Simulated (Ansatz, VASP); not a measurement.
One calculation of Ge, two programs

File INCAR:

```
SYSTEM = Ge
PREC = Accurate
ENCUT = 520
EDIFF = 1E-8
ISMEAR = -1
SIGMA = 0.08
LREAL = .FALSE.
LASPH = .TRUE.
NELM = 80
ALGO = Normal
ISIF = 2
LWAVE = .FALSE.
LCHARG = .FALSE.
GGA = PE
LEFG = .TRUE.
NBANDS = 13
```

File KPOINTS:

```
regular mesh
0
G
  16 16 16
  0 0 0
```

The input POSCAR:

```
Ge
1.0
    0.0000000000      2.1177119820      2.1177119820
    2.1177119820      0.0000000000      2.1177119820
    2.1177119820      2.1177119820      0.0000000000
Ge
1
Direct
    0.0000000000      0.0000000000      0.0000000000
```

Input for Ansatz:

```yaml
crystal:
  lattice:
    - [0.0, 2.117711982, 2.117711982]
    - [2.117711982, 0.0, 2.117711982]
    - [2.117711982, 2.117711982, 0.0]
  atoms:
    - { symbol: Ge, position: [0.0, 0.0, 0.0] }
kpoints:
  mp_grid: { grid: [16, 16, 16] }
scf:
  occupations: { method: fermi_dirac, width: 0.08 }
hamiltonian:
  xc: pbe
  pseudopotentials: { kind: paw }
output:
  forces: true
  stress: true
  eigenvalues: true
  efg: { contact_densities: true }
```

Change from the starting cell: volume scaled by 0.97, PAW files.

Alike in both runs: task electric field gradients; functional PBE; k mesh 16 × 16 × 16; occupations fermi-dirac, width 0.08 eV; no spin polarisation.

```csv
,VASP,Ansatz
version,VASP 6.6.1,Ansatz 0.2.0
potentials or method,"VASP PAW PBE potentials, release 64 (Ge_d)","PAW with Ansatz's default frozen-core files, scalar-relativistic"
plane-wave cutoff (eV),520,420
valence electrons in the cell,14,14
```

|  | VASP | Ansatz | Ansatz less VASP |
| --- | --- | --- | --- |
| pressure (GPa) | 2.1 | 2.0 | -0.03 |
